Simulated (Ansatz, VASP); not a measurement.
TaN: VASP beside Ansatz

Contents of POSCAR:

```
TaN
1.0
    2.9380011100      0.0000000000      0.0000000000
   -1.4690005500      2.5443836000      0.0000000000
    0.0000000000      0.0000000000      2.8830022100
Ta N
1 1
Direct
    0.3333333333      0.6666666667      0.5000000000
    0.0000000000      0.0000000000      0.0000000000
```

File INCAR.step1:

```
PREC = Accurate ; ENCUT = 520
EDIFF = 1E-5 ; ISMEAR = -1
SIGMA = 0.05 ; LREAL = False
LASPH = True ; NELM = 60
ALGO = Normal ; ISIF = 2
LWAVE = True ; LCHARG = False
GGA = PE ; NBANDS = 15
```

INCAR.step2

```
PREC = Accurate ; ENCUT = 520
EDIFF = 1E-6 ; ISMEAR = -1
SIGMA = 0.05 ; LREAL = False
LASPH = True ; NELM = 60
ALGO = Normal ; ISIF = 2
LWAVE = False ; LCHARG = False
METAGGA = R2SCAN ; LHFCALC = True
AEXX = 0.1 ; LMIXTAU = True
PRECFOCK = Normal ; ISTART = 1
NBANDS = 15
```

The input KPOINTS:

```
regular mesh
0
Gamma
  5 5 5
```

input.yaml

```yaml
crystal:
  lattice:
    - [2.93800111, 0.0, 0.0]
    - [-1.46900055, 2.5443836, 0.0]
    - [0.0, 0.0, 2.88300221]
  atoms:
    - { symbol: Ta, position: [0.3333333333, 0.6666666667, 0.5] }
    - { symbol: "N", position: [0.0, 0.0, 0.0] }
hamiltonian:
  xc: r2scanh
  pseudopotentials: { kind: paw }
kpoints:
  mp_grid: { grid: [5, 5, 5] }
scf:
  occupations: { method: fermi_dirac, width: 0.05 }
output:
  forces: true
  stress: true
  eigenvalues: true
```

Alike in both runs: task single point; functional r2SCANh; k mesh 5 × 5 × 5; occupations fermi-dirac, width 0.05 eV; no spin polarisation.

|  | VASP | Ansatz |
| --- | --- | --- |
| version | VASP 6.6.1 | Ansatz 0.2.0 |
| potentials or method | VASP PAW PBE potentials, release 64 (Ta_pv, N) | Ansatz PAW |
| plane-wave cutoff (eV) | 520 | 500 |
| valence electrons in the cell | 16 | 18 |

```csv
,VASP,Ansatz,Ansatz less VASP
gap on the k mesh at the Fermi level (eV),none,none,-
pressure (GPa),-1.7,-2.6,-0.94
"traceless stress, the component that is largest in VASP (GPa)",-0.21,-0.31,-0.108
```

VASP's potentials were made for PBE, not for r2SCANh. A gap of «none» marks a metal or a gap that the smearing closes. VASP's potentials hold 16 valence electrons a cell and Ansatz's 18, so a difference there can come from the potentials and not from the codes.

The k mesh is coarse, so the values compare programs but aren't converged. Neither program's run includes spin-orbit coupling.
